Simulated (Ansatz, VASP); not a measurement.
Ni: VASP beside Ansatz

File INCAR:

```
SYSTEM = Ni
ALGO = Normal
EDIFF = 1E-6
ENCUT = 520
GGA = PE
ISIF = 2
ISMEAR = 0
ISPIN = 2
LASPH = .True.
LCHARG = .False.
LDAU = .True.
LDAUJ = 0
LDAUL = 2
LDAUPRINT = 1
LDAUTYPE = 2
LDAUU = 6.2
LMAXMIX = 4
LORBIT = 11
LREAL = .False.
LWAVE = .False.
MAGMOM = 0.06 0.06
NBANDS = 21
NELM = 150
PREC = Accurate
SIGMA = 0.1
```

File KPOINTS:

```
k-points
0
Gamma
  13 13 13
  0 0 0
```

POSCAR

```
Ni
1.0
    3.5422000000      1.7711000000      1.7711000000
    1.7711000000      3.5422000000      1.7711000000
    1.7711000000      1.7711000000      3.5422000000
Ni
2
Direct
    0.0000000000      0.0000000000      0.0000000000
    0.5000000000      0.5000000000      0.5000000000
```

Input for Ansatz:

```yaml
crystal:
  lattice:
    - [3.5422, 1.7711, 1.7711]
    - [1.7711, 3.5422, 1.7711]
    - [1.7711, 1.7711, 3.5422]
  atoms:
    - { symbol: Ni, position: [0.0, 0.0, 0.0], spin: 0.06 }
    - { symbol: Ni, position: [0.5, 0.5, 0.5], spin: 0.06 }
magnetization:
  spin_polarized: true
hamiltonian:
  xc: pbe
  pseudopotentials: { kind: paw }
  hubbard: { sites: [{ species: Ni, l: d, u_eff: 6.2 }] }
basis:
  ecutwfc: 420
kpoints:
  mp_grid: { grid: [13, 13, 13] }
scf:
  occupations: { method: gaussian, width: 0.1 }
  lower_state_search: "off"
output:
  forces: true
  stress: true
```

Change from the starting cell: parallel moments scaled by 0.03, plain SCF.

Alike in both runs: task single point; functional PBE; k mesh 13 × 13 × 13; occupations gaussian, width 0.1 eV; collinear spin; Hubbard terms Ni d U = 6.2 eV.

|  | VASP | Ansatz |
| --- | --- | --- |
| version | VASP 6.6.1 | Ansatz 0.2.0 |
| potentials or method | VASP PAW PBE potentials, release 64 (Ni), cutoff 520 eV | PAW, plane waves, scalar-relativistic |
| valence electrons in the cell | 20 | 36 |

```tsv
	VASP	Ansatz	Ansatz less VASP
pressure (GPa)	-11.1	-0.4	+10.74
traceless stress, the component that is largest in VASP (GPa)	-0.11	0.14	+0.248
net moment per atom (μB)	0.81	0.72	-0.094
size of the moment on the site where the two differ most (μB)	0.86	0.78	-0.078
```

Site moments also hang on the region over which each program counts them. The programs project onto different local orbitals, so the same U acts differently, and such runs can settle in different states. VASP's potentials hold 20 valence electrons a cell and Ansatz's 36, so a difference there can come from the potentials and not from the codes. Ansatz's warnings: filled band counts differ across k points, negative dielectric reading.
